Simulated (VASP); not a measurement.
Mg, 1 atom in the cell. The structure is cubic, space group Fm-3m (No. 225). The conventional cell has a = 4.866 Å, b = 4.866 Å, c = 4.866 Å, α = 90.00°, β = 90.00°, γ = 90.00°. Within 4.5 Å of Mg (site symmetry m-3m) lie 12 Mg at 3.44 Å.  This cell differs from its parent crystal: Hg replaced by Mg, lengths x 1.041, strained.

| Property | Result |
| --- | --- |
| Program | VASP 6.6.1 |
| Task | single point |
| Functional | PBEsol |
| Potentials or basis | VASP PAW PBE potentials, release 64 (Mg) |
| Cutoff | 600 eV |
| k mesh | 14 × 14 × 14 |
| Occupations | gaussian, width 0.1 eV |
| Spin | no spin polarisation |
| Dipole correction | no |
| Further INCAR settings | ALGO = Normal; EDIFF = 1e-06; NBANDS = 7 |

Potentials or basis: VASP PAW PBE potentials, release 64 (Mg).

Command:

```console
$ cat potpaw_PBE.64/Mg/POTCAR > POTCAR
$ mpirun -np 1 vasp_std > vasp.out
```

Hardware: 1 thread of Intel(R) Xeon(R) 6975P-C (Granite Rapids), on a shared host.

**Question.** How long does it take, and how much memory?

**Answer.** It took 7.2 s on 1 thread of Intel(R) Xeon(R) 6975P-C (Granite Rapids), on a shared host, peak memory 0.16 GiB. Counts: scf iterations 9, k points 104.
